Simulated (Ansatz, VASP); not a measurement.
# NaInTe: VASP beside Ansatz

```
Na In Te
1.0
     3.39915    0.00000    0.00000
     0.00000    4.85518    0.00000
     0.00000    0.00000    5.23617
Na In Te
1 1 1
Direct
  0.00000 0.00000 0.50000
  0.00000 0.50000 0.00000
  0.00000 0.50000 0.50000
```

Alike in both runs: task relaxation of cell and atoms; functional PBE; k mesh 6 × 4 × 4; occupations gaussian, width 0.1 eV; no spin polarisation.

```csv
,VASP,Ansatz
version,VASP 6.6.1,Ansatz 0.2.0
potentials or method,"VASP PAW PBE potentials, release 64 (Na_pv, In_d, Te), cutoff 600 eV","scalar-relativistic, plane waves, PAW"
valence electrons in the cell,26,38
```

Ansatz gave:

```
gap on the k mesh at the Fermi level, each at its own relaxed structure (eV) : none
relaxed volume (Å³/atom)                                                     : 43.17
relaxed length of the cell vector where the two differ most in proportion (Å)              : 6.315
```

Q: Which values does VASP return?

A: gap on the k mesh at the Fermi level, each at its own relaxed structure (eV): none; relaxed volume (Å³/atom): 43.41; relaxed length of the cell vector where the two differ most in proportion (Å): 6.342.

A gap of «none» marks a metal or a gap that the smearing closes. VASP's potentials hold 26 valence electrons a cell and Ansatz's 38, so a difference there can come from the potentials and not from the codes.

Neither program's run includes spin-orbit coupling. Noted on VASP's run: the volume moved by over 15 % at a fixed basis, so the end points are rough.
